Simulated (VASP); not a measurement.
A run of VASP 6.6.1:

File INCAR:

```
SYSTEM = H4CO
PREC = Accurate
ENCUT = 520
EDIFF = 1E-6
ISMEAR = -1
SIGMA = 0.05
LREAL = Auto
LASPH = .True.
NELM = 100
ALGO = Normal
ISIF = 2
LWAVE = .False.
LCHARG = .False.
GGA = PE
IVDW = 12
NBANDS = 66
```

KPOINTS

```
regular mesh
0
Gamma
  1 1 1
  0 0 0
```

File POSCAR:

```
H4CO
1.0
    7.3803230000      0.0000000000      0.0000000000
    0.0000000000      7.3803230000      0.0000000000
    0.0000000000      0.0000000000      7.3803230000
C O H
6 6 24
Direct
    0.6691983535      0.4823230636      0.2163184457
    0.0248769600      0.8508435200      0.8984972609
    0.4025975557      0.4041964017      0.6812574463
    0.1471480313      0.7411057755      0.3312050164
    0.9759328962      0.2753131536      0.5126604892
    0.6121954283      0.0268551932      0.1070549351
    0.5570758895      0.5807875888      0.0987761647
    0.0992639482      0.6716779198      0.8762218131
    0.5851776406      0.3375597518      0.7258354411
    0.1831627152      0.5707338283      0.2513304634
    0.9496332342      0.4291953076      0.6288749151
    0.6216259099     -0.0330202350      0.2986590153
    0.6306770042      0.5167118025      0.3537514551
    0.5942693836      0.5462362555     -0.0167743336
    0.6597678719      0.3356628158      0.2095030258
    0.8193001851      0.5128772819      0.1877831092
    0.1052257469      0.9752960677      0.8475374316
    0.0452419223      0.6126832118      0.7749254335
   -0.1092499610      0.8475780803      0.8286764685
   -0.0093085357      0.8773735242      1.0511870551
    0.4120144877      0.5175112255      0.5902858181
    0.5855028296      0.2334315178      0.8102626403
    0.3278853785      0.2933340451      0.6108404741
    0.3280479730      0.4501022516      0.7962930620
   -0.0038345205      0.7457126199      0.3594016143
    0.3059351196      0.5886056748      0.1997338057
    0.2291905110      0.7606984139      0.4546277988
    0.1839756878      0.8455862975      0.2352878052
    1.0840175965      0.3200537429      0.4161470982
    0.8168206188      0.4209571857      0.6500934986
    1.0515935414      0.1647353375      0.5976838683
    0.8427137945      0.2092049359      0.4642750731
    0.5256545005      0.1428121777      0.0822863715
    0.5349765857     -0.1388421618      0.3037942919
    0.7490864560      0.0494964787      0.0579378436
    0.5545421251     -0.0781131124      0.0190777558
```

Potentials or basis: VASP PAW PBE potentials, release 64 (C, O, H).

The run is started by

```sh
$ cat potpaw_PBE.64/C/POTCAR potpaw_PBE.64/O/POTCAR potpaw_PBE.64/H/POTCAR > POTCAR
$ mpirun -np 1 vasp_gam > vasp.out
```

Hardware: 1 thread of Intel(R) Xeon(R) 6975P-C (Granite Rapids), on a shared host.

Task: How long does it take, and how much memory?

Result: It took 36 s on 1 thread of Intel(R) Xeon(R) 6975P-C (Granite Rapids), with other jobs on the host, peak memory 0.38 GiB. Counts: scf iterations 18, k points 1.
